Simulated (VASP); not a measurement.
A run of VASP 6.6.1 is set up as follows.

The input INCAR:

```
SYSTEM = Tl
ALGO     = Normal         ! electronic algorithm
EDIFF    = 1E-7           ! SCF threshold, eV
ENCUT    = 520            ! plane-wave cutoff, eV
GGA      = PS             ! functional
ISIF     = 2              ! what is computed and relaxed
ISMEAR   = -1             ! smearing method
LASPH    = .True.         ! aspherical terms in the spheres
LCHARG   = .False.        ! write CHGCAR
LREAL    = .False.        ! projectors in reciprocal space
LWAVE    = .False.        ! write WAVECAR
NBANDS   = 34             ! bands
NELM     = 100            ! most SCF steps
PREC     = Accurate       ! precision mode
SIGMA    = 0.1            ! smearing width, eV
```

Contents of KPOINTS:

```
k-points
0
Gamma
  12 12 4
  0 0 0
```

The input POSCAR:

```
Tl
1.0
    3.4329046436      0.0000000000      0.0000000000
   -1.7164523218      2.9729826302      0.0000000000
    0.0000000000      0.0000000000     11.1424582974
Tl
4
Direct
    1.0000000000      1.0000000000      1.0000000000
    1.0000000000      1.0000000000      0.5000000000
    0.3333333333      0.6666666667      0.2500000000
    0.6666666667      0.3333333333      0.7500000000
```

Potentials or basis: VASP PAW PBE potentials, release 64 (Tl_d).

Run with:

```console
$ cat potpaw_PBE.64/Tl_d/POTCAR > POTCAR
$ mpirun -np 1 vasp_std > vasp.out
```

Predict the pressure.

-0.1 GPa.

Estimate the band gap on the k mesh.

zero (band 26 reaches 9.77 eV, above the bottom of band 27 at 5.29 eV).

Caveat: the PAW data sets were made with another functional, which shifts forces and pressure a little; spin-orbit coupling is left out, which moves the levels of the heavy elements.
